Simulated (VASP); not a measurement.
The system is Pt.

```
CELL_PARAMETERS angstrom
2.72948 0.00000 0.00000
-1.36474 2.36380 0.00000
0.00000 0.00000 9.81027
ATOMIC_POSITIONS crystal
Pt 0.33333 0.66667 0.38094
Pt 0.66667 0.33333 0.88094
Pt 0.66667 0.33333 0.61906
Pt 0.33333 0.66667 0.11906
```

This isn't the form of Pt at room conditions, which is fcc.

* Program: VASP 6.6.1
* Task: relaxation of cell and atoms
* Functional: r2SCAN
* Potentials or basis: VASP PAW PBE potentials, release 64 (Pt)
* Cutoff: 600 eV
* k mesh: 9 × 9 × 2
* Occupations: gaussian, width 0.1 eV
* Spin: no spin polarisation

At the start: pressure 1.1 GPa; volume 15.82 Å³/atom.

Problem. Where does the relaxation end?

Solution. Over 6 steps the energy falls by 5.4 meV/atom and the volume is 15.90 Å³/atom (+0.5 %); space group P6_3/mmc (No. 194, to 0.1 Å) before and after.

Step by step:
```csv
step,energy change (eV),largest force (eV/Å),pressure (GPa),volume (Å³)
1,0.0000,0.0146,1.12,63.30
2,-0.0107,0.1530,-2.46,64.29
3,-0.0192,0.0979,-1.23,63.91
4,-0.0145,0.0347,2.61,63.04
5,-0.0212,0.0748,0.08,63.60
6,-0.0216,0.0125,0.06,63.60
```

Final structure:
```
CELL_PARAMETERS angstrom
2.71398 0.00000 0.00000
-1.35699 2.35038 0.00000
0.00000 0.00000 9.97057
ATOMIC_POSITIONS crystal
Pt 0.33333 0.66667 0.38051
Pt 0.66667 0.33333 0.88051
Pt 0.66667 0.33333 0.61949
Pt 0.33333 0.66667 0.11949
```

Caveat: the highest band is partly filled, so the run has too few bands; the PAW data sets were made with another functional, which shifts forces and pressure a little.
